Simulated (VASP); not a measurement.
Set up this calculation in VASP 6.6.1, as the native input.

```
Task                   : single point
Functional             : PBE
Dispersion             : D3(BJ)
Potentials or basis    : VASP PAW PBE potentials, release 64 (Tl_d)
Cutoff                 : 520 eV
k mesh                 : 14 × 14 × 14
Occupations            : gaussian, width 0.1 eV
Spin                   : no spin polarisation
Dipole correction      : no
Further INCAR settings : ALGO = Fast; EDIFF = 1e-07; NBANDS = 12
```

The structure of Tl lies in POSCAR:

```
Tl
1.0
    0.0000000000      2.3461417605      2.3461417605
    2.3461417605      0.0000000000      2.3461417605
    2.3461417605      2.3461417605      0.0000000000
Tl
1
Direct
    0.0000000000      0.0000000000      0.0000000000
```

This isn't the form of Tl at room conditions, which is hcp.

One way to write it, as run:

INCAR

```
  ALGO = Fast
  EDIFF = 1E-7
  ENCUT = 520
  GGA = PE
  ISIF = 2
  ISMEAR = 0
  IVDW = 12
  LASPH = T
  LCHARG = T
  LELF = T
  LREAL = F
  LVHAR = T
  LWAVE = F
  NBANDS = 12
  NELM = 100
  PREC = Accurate
  SIGMA = 0.1
```

KPOINTS

```
k-points
0
Gamma
  14 14 14
```

Potentials or basis: VASP PAW PBE potentials, release 64 (Tl_d).

Run with:

```console
$ cat potpaw_PBE.64/Tl_d/POTCAR > POTCAR
$ mpirun -np 1 vasp_std > vasp.out
```

Results of the run:

The pressure is 5.9 GPa and the band gap on the k mesh is zero (an odd number of electrons rules out a gap without spin polarisation). The dispersion energy per atom is -0.381 eV.

Caveat: the cell stands under pressure; spin-orbit coupling is left out, which moves the levels of the heavy elements.

It took 28 s on 1 thread of Intel(R) Xeon(R) Platinum 8488C (Sapphire Rapids), on a shared host, peak memory 0.18 GiB.
